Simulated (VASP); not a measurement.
# Ag (C2/m) in VASP: further runs, part 2 of 3

VASP 6.6.1. Earlier steps stand in the parts before.

**3. Electric field gradients, r2SCAN (shortest bond scaled by 0.58)**

Contents of POSCAR:

```
Ag
1.0
    2.9401015088      0.0000000000      0.0000000000
   -1.4700507544      2.5462025963      0.0000000000
    0.0000000000      0.0000000000      4.7629644442
Ag
2
Direct
    0.1933333333      0.5966666667      0.1450000000
    0.8066666667      0.4033333333      0.8550000000
```

Contents of INCAR.step1:

```
ALGO = Normal
EDIFF = 1E-4
ENCUT = 520
GGA = PE
ISMEAR = -1
LASPH = True
LCHARG = False
LREAL = False
LWAVE = True
NBANDS = 18
NELM = 80
PREC = Accurate
SIGMA = 0.05
```

Contents of INCAR.step2:

```
ALGO = Normal
EDIFF = 1E-8
ENCUT = 520
ISIF = 2
ISMEAR = -1
ISTART = 1
LASPH = True
LCHARG = False
LEFG = True
LMIXTAU = True
LREAL = False
LWAVE = False
METAGGA = R2SCAN
NBANDS = 18
NELM = 80
PREC = Accurate
SIGMA = 0.05
```

Contents of KPOINTS:

```
k-points
0
Gamma
  12 12 6
```

Potentials or basis: VASP PAW PBE potentials, release 64 (Ag).

The run is started by

```console
$ cat potpaw_PBE.64/Ag/POTCAR > POTCAR
$ cp INCAR.step1 INCAR
$ mpirun -np 1 vasp_std > vasp.out
$ cp INCAR.step2 INCAR
$ mpirun -np 1 vasp_std > vasp.out
```

OUTCAR:

```text
EDIFF = 1E-8
   ENCUT = 520
   ISIF = 2
   ISMEAR = -1
   ISTART = 1
   LASPH = True
   LREAL = False
   METAGGA = R2SCAN
   NELM = 80
   PREC = Accurate

 ion  position               nearest neighbor table
   1  0.193  0.597  0.145-   2 1.70   2 2.55   2 2.55   2 3.39   2 3.39   2 3.52
   2  0.807  0.403  0.855-   1 1.70   1 2.55   1 2.55   1 3.39   1 3.39   1 3.52

 -----------------------------------------------------------------------------
|                                                                             |
|           W    W    AA    RRRRR   N    N  II  N    N   GGGG   !!!           |
|           W    W   A  A   R    R  NN   N  II  NN   N  G    G  !!!           |
|           W    W  A    A  R    R  N N  N  II  N N  N  G       !!!           |
|           W WW W  AAAAAA  RRRRR   N  N N  II  N  N N  G  GGG   !            |
|           WW  WW  A    A  R   R   N   NN  II  N   NN  G    G                |
|           W    W  A    A  R    R  N    N  II  N    N   GGGG   !!!           |
|                                                                             |
|     The distance between some ions is very small. Please check the          |
|     nearest-neighbor list in the OUTCAR file.                               |
|     I HOPE YOU KNOW WHAT YOU ARE DOING!                                     |
|                                                                             |
 -----------------------------------------------------------------------------

  LATTYP: Found a hexagonal cell.
 ALAT       =     2.9401015088
 C/A-ratio  =     1.6200000000

  Lattice vectors:

 A1 = (   2.9401015088,   0.0000000000,   0.0000000000)
 A2 = (  -1.4700507544,   2.5462025963,   0.0000000000)
 A3 = (   0.0000000000,   0.0000000000,   4.7629644442)

Analysis of symmetry for initial positions (statically):
=====================================================================
 Subroutine PRICEL returns:
 Original cell was already a primitive cell.

 Routine SETGRP: Setting up the symmetry group for a
 hexagonal supercell.

 Subroutine GETGRP returns: Found  4 space group operations
 (whereof  4 operations were pure point group operations)
 out of a pool of 24 trial point group operations.

The static configuration has the point symmetry C_2h.

Analysis of symmetry for dynamics (positions and initial velocities):
=====================================================================
 Subroutine PRICEL returns:
 Original cell was already a primitive cell.

 Routine SETGRP: Setting up the symmetry group for a
 hexagonal supercell.

 Subroutine GETGRP returns: Found  4 space group operations
 (whereof  4 operations were pure point group operations)
 out of a pool of 24 trial point group operations.

The dynamic configuration has the point symmetry C_2h.

 Subroutine INISYM returns: Found  4 space group operations
 (whereof  4 operations are pure point group operations),
 and found     1 'primitive' translations

----------------------------------------------------------------------------------------

                                     Primitive cell

  volume of cell :      35.6560

  direct lattice vectors                    reciprocal lattice vectors
     2.940101509  0.000000000  0.000000000     0.340124311  0.196370863  0.000000000
[... 101 lines left out ...]
   ISMEAR =    -1;   SIGMA  =   0.05  broadening in eV -4-tet -1-fermi 0-gaus
   EFERMI_NEDOS =   21; number of points for ismear=-14 and -15
   IALGO  =     38    algorithm
   IMIX   =      4    mixing-type and parameters
     AMIX     =   0.40;   BMIX     =  1.00
     AMIX_MAG =   1.60;   BMIX_MAG =  1.00
  volume/ion in A,a.u.               =      17.83       120.31
  Fermi-wavevector in a.u.,A,eV,Ry     =   1.393707  2.633725 26.428222  1.942420
  Thomas-Fermi vector in A             =   2.517327
   LORBIT       =      0    0 simple, 1 ext, 2 COOP (PROOUT), +10 PAW based schemes
   METAGGA = R2SCAN    functional components
   LHFCALC =     F    Hartree Fock is set to
   AEXX    =    0.0000 exact exchange contribution
   IVDW    =     0    specifies the selected vdW correction
   LEPSILON=     F    determine dielectric tensor
   LRPA    =     F    only Hartree local field effects (RPA)
 non-spin polarized calculation
  energy-cutoff  :      520.00
  volume of cell :       35.66
 maximum number of plane-waves:       989
 NGX is ok and might be reduce to    24
   NGX = 11   NGY = 11   NGZ = 17

 number of electron      21.9999999 magnetization

 Free energy of the ion-electron system (eV)
  ---------------------------------------------------
  ext. energy  EPLUGINS =         0.00000000
  ---------------------------------------------------
  free energy    TOTEN  =       -30.62259688 eV

  energy without entropy =      -30.61923500  energy(sigma->0) =      -30.62091594

 E-fermi :   8.2202     XC(G=0): -12.2482

 val. band max:        8.2073566245   @ k =   0.2500   0.2500   0.5000
 cond. band min:       8.2584856126   @ k =   0.3333   0.0000   0.5000
 fundamental gap:      0.0511289881
 Fermi energy:         8.2202301191

 k-point     1 :       0.0000    0.0000    0.0000
  band No.  band energies     occupation
      1      -2.4645      2.00000
      2      -2.3957      2.00000
      3      -1.3270      2.00000
      4       0.4054      2.00000
      5       0.6472      2.00000
      6       2.0469      2.00000
[... 481 lines left out ...]
      5       2.2613      2.00000
      6       2.9683      2.00000
[... 10 lines left out ...]
     17      21.3649      0.00000
     18      23.9067      0.00000

 [... further k-points ...]

------------------------ aborting loop because EDIFF is reached ----------------------------------------

  FORCE on cell =-STRESS in cart. coord.  units (eV):
  Direction    XX          YY          ZZ          XY          YZ          ZX
  --------------------------------------------------------------------------------------
  -------------------------------------------------------------------------------------
  Total       20.0334749      9.1634132     42.8319124      9.4137496     13.4671134     23.3257195
  in kB      900.1901318    411.7515405   1924.6219172    423.0002283    605.1352885   1048.1248314
  external PRESSURE =    1078.8545298 kB  Pullay stress =       0.0000000 kB

 VOLUME and BASIS-vectors are now :
 -----------------------------------------------------------------------------
  energy-cutoff  :      520.00
  volume of cell :       35.66
      direct lattice vectors                 reciprocal lattice vectors
     2.940101509  0.000000000  0.000000000     0.340124311  0.196370863  0.000000000
    -1.470050754  2.546202596  0.000000000     0.000000000  0.392741725  0.000000000
     0.000000000  0.000000000  4.762964444     0.000000000  0.000000000  0.209953278

 POSITION                                       TOTAL-FORCE (eV/Angst)
 -----------------------------------------------------------------------------------
     -0.30871      1.51923      0.69063        16.906305      9.760860     32.170026
      1.77876      1.02697      4.07233       -16.906305     -9.760860    -32.170026
 -----------------------------------------------------------------------------------
    total drift:                                0.000000      0.000000     -0.000000

  FREE ENERGIE OF THE ION-ELECTRON SYSTEM (eV)
  ---------------------------------------------------
  free  energy   TOTEN  =       -30.6225968835 eV

  energy  without entropy=      -30.6192349976  energy(sigma->0) =      -30.62091594

 Electric field gradients (V/A^2)
---------------------------------------------------------------------
 ion       V_xx      V_yy      V_zz      V_xy      V_xz      V_yz
---------------------------------------------------------------------
   1     -41.306   -11.997    53.302   -25.381   -15.350    -8.862
   2     -41.306   -11.997    53.302   -25.381   -15.350    -8.862
---------------------------------------------------------------------

 Electric field gradients after diagonalization (V/A^2)
 (convention: |V_zz| > |V_xx| > |V_yy|)
----------------------------------------------------------------------
 ion       V_xx      V_yy      V_zz     asymmetry (V_yy - V_xx)/ V_zz
----------------------------------------------------------------------
   1      56.106     2.657   -58.763       0.910
   2      56.106     2.657   -58.763       0.910
----------------------------------------------------------------------

           NMR quadrupolar parameters

 Cq : quadrupolar parameter    Cq=e*Q*V_zz/h
 eta: asymmetry parameters     (V_yy - V_xx)/ V_zz
 Q  : nuclear electric quadrupole moment in mb (millibarn)
----------------------------------------------------------------------
 ion       Cq(MHz)       eta       Q (mb)
----------------------------------------------------------------------
   1      -0.142       0.910       1.000
   2      -0.142       0.910       1.000
----------------------------------------------------------------------
```

OSZICAR.step1:

```text
N       E                     dE             d eps       ncg     rms          rms(c)
DAV:   1     0.141216941863E+03    0.14122E+03   -0.12003E+04  8720   0.121E+03
DAV:   2     0.879248550836E+01   -0.13242E+03   -0.12712E+03  9024   0.280E+02
DAV:   3     0.622121542722E+01   -0.25713E+01   -0.25648E+01 10208   0.430E+01
DAV:   4     0.620783970358E+01   -0.13376E-01   -0.13375E-01  9534   0.293E+00
DAV:   5     0.620767899202E+01   -0.16071E-03   -0.16071E-03  9612   0.332E-01    0.346E+01
DAV:   6     0.655165400484E+01    0.34398E+00   -0.33190E-01  9158   0.537E+00    0.220E+01
DAV:   7     0.668672423845E+01    0.13507E+00   -0.93593E-02  8976   0.228E+00    0.798E-01
DAV:   8     0.668940202191E+01    0.26778E-02   -0.88202E-03  9028   0.783E-01    0.154E-01
DAV:   9     0.668957317984E+01    0.17116E-03   -0.11366E-03  9352   0.214E-01    0.378E-02
DAV:  10     0.668955914937E+01   -0.14030E-04   -0.27974E-05  4930   0.399E-02
   1 F= 0.66895591E+01 E0= 0.66912461E+01  d E =-.337385E-02
```

It took 5.3 min on 1 thread of Intel Xeon 6975P-C, shared host; peak memory 0.26 GiB.

What came out:

```yaml
Free_energy: -30.6226 eV
Pressure: 107.9 GPa
Largest_force: 37.630 eV/Å
Band_gap_on_the_k_mesh: zero (band 11 reaches 12.09 eV, above the bottom of band 12 at 6.41 eV)
```

Forces in eV/Å, atoms in the order of the input:
```
Ag   16.906   9.761  32.170
Ag  -16.906  -9.761 -32.170
```

Stress tensor (GPa, compression positive):
```
 90.02  42.30 104.81
 42.30  41.18  60.51
104.81  60.51 192.46
```

Electric field gradients, principal values (V/Å²):
```
atom  least  middle  greatest (by size)
1 Ag  2.657  56.106             -58.763
2 Ag  2.657  56.106             -58.763
```

Caveat: the cell differs from its parent crystal (shortest bond scaled by 0.58); without QUAD_EFG the Cq values of the log hold for a quadrupole moment of 1 mb, not for the nuclei; the PAW data sets were made with another functional, which shifts forces and pressure a little.

[end of part 2 of 3]
